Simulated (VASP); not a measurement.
**ZnSe (zincblende type): single point with PBE**

ZnSe (zincblende type):

```xyz
2
Lattice="0.0000 2.7019 2.7019 2.7019 0.0000 2.7019 2.7019 2.7019 0.0000" Properties=species:S:1:pos:R:3 pbc="T T T"
Zn    0.0000    0.0000    0.0000
Se    1.3509    1.3509    1.3509
```

```yaml
Program: VASP 6.6.1
Task: single point
Functional: PBE
Potentials_or_basis: VASP PAW PBE potentials, release 64 (Zn, Se)
Cutoff: 520 eV
k_mesh: 12 × 12 × 12
Occupations: fermi-dirac, width 0.05 eV
Spin: no spin polarisation
```

```json
{"Pressure": "15.4 GPa", "Band gap on the k mesh": "1.90 eV, direct"}
```

Levels at points of the mesh, in eV from the valence-band top:
```
           k point  band 7  band 8  band 9  band 10  band 11  band 12
(0.00, 0.00, 0.00)    0.00    0.00    0.00     1.90     5.71     5.71
(0.50, 0.00, 0.00)   -6.23   -1.10   -1.10     2.78     6.31     6.31
(0.50, 0.50, 0.00)   -5.40   -2.75   -2.75     2.61     3.38    11.89
```

It took 17 s on 1 thread of Intel(R) Xeon(R) 6975P-C (Granite Rapids), on a shared host, peak memory 0.18 GiB.

Expect the measured gap to be larger: semilocal functionals such as PBE lack the derivative discontinuity.
